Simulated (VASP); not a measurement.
**Cu3Pt: single point with LDA**

Cu3Pt:

```xyz
4
Lattice="3.4732 0.0000 0.0000 0.0000 3.4732 0.0000 0.0000 0.0000 3.4732" Properties=species:S:1:pos:R:3 pbc="T T T"
Cu    0.0000    1.7366    1.7366
Cu    1.7366    0.0000    1.7366
Cu    1.7366    1.7366    0.0000
Pt    0.0000    0.0000    0.0000
```

```
Program                : VASP 6.6.1
Task                   : single point
Functional             : LDA
Potentials or basis    : VASP PAW LDA potentials, release 64 (Cu, Pt)
Cutoff                 : 520 eV
k mesh                 : 6 × 6 × 6
Occupations            : fermi-dirac, width 0.1 eV
Spin                   : no spin polarisation
Dipole correction      : no
Further INCAR settings : ALGO = Normal; EDIFF = 1e-06; NBANDS = 30
```

```yaml
Pressure: 41.2 GPa
```

Levels at points of the mesh, in eV from the Fermi level:
| k point | band 19 | band 20 | band 21 | band 22 | band 23 | band 24 | band 25 | band 26 |
| --- | --- | --- | --- | --- | --- | --- | --- | --- |
| (0.00, 0.00, 0.00) | 0.02 | 0.02 | 0.02 | 1.71 | 1.71 | 1.71 | 8.63 | 10.98 |
| (0.50, 0.00, 0.00) | -1.81 | -1.44 | -1.29 | -0.05 | 7.51 | 7.51 | 8.63 | 8.63 |
| (0.50, 0.50, 0.00) | -1.86 | -1.86 | -0.01 | -0.01 | 1.22 | 2.23 | 10.14 | 11.45 |
| (0.50, 0.50, 0.50) | -0.89 | -0.85 | -0.85 | -0.85 | -0.53 | -0.53 | 4.98 | 6.91 |

Run time: 43 s on 1 thread of AMD EPYC 7R43 64-Core Processor (Zen 3) (shared host), peak memory 0.11 GiB.

Caveat: spin-orbit coupling is left out, which moves the levels of the heavy elements.
